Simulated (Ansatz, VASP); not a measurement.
# One calculation of SiC, two programs

```xyz
4
Lattice="3.0753 0.0000 0.0000 -1.5376 2.6633 0.0000 0.0000 0.0000 4.9474" Properties=species:S:1:pos:R:3 pbc="T T T"
Si    0.0000    1.7755    2.4662
Si    1.5376    0.8878    4.9399
C     0.0000    1.7755    4.3364
C     1.5376    0.8878    1.8627
```

Change from the starting cell: strain along c alone, the other axes held, atoms relaxed: -2.0 %.

Alike in both runs: functional r2SCAN; k mesh 12 × 12 × 6; occupations gaussian, width 0.02 eV; no spin polarisation.

Ansatz relaxed the structure, and its values are those at the end. VASP's run is a single point on that final structure, the one shown.

|  | VASP | Ansatz |
| --- | --- | --- |
| version | VASP 6.6.1 | Ansatz 0.2.0 |
| potentials or method | VASP PAW PBE potentials, release 64 (Si, C), cutoff 520 eV | scalar-relativistic, plane waves, PAW |
| valence electrons in the cell | 16 | 16 |

Ansatz gave:

| Item | Value |
| --- | --- |
| gap on the k mesh at the Fermi level (eV) | 2.69 |
| least direct gap on the mesh (eV) | 4.35 |
| pressure (GPa) | 4.7 |

**Question.** What did VASP give for the same quantities?

**Answer.** gap on the k mesh at the Fermi level (eV): 2.70; least direct gap on the mesh (eV): 4.36; pressure (GPa): 4.5.

VASP's potentials were made for PBE, not for r2SCAN. Ansatz's warnings: stress scf threshold loose.
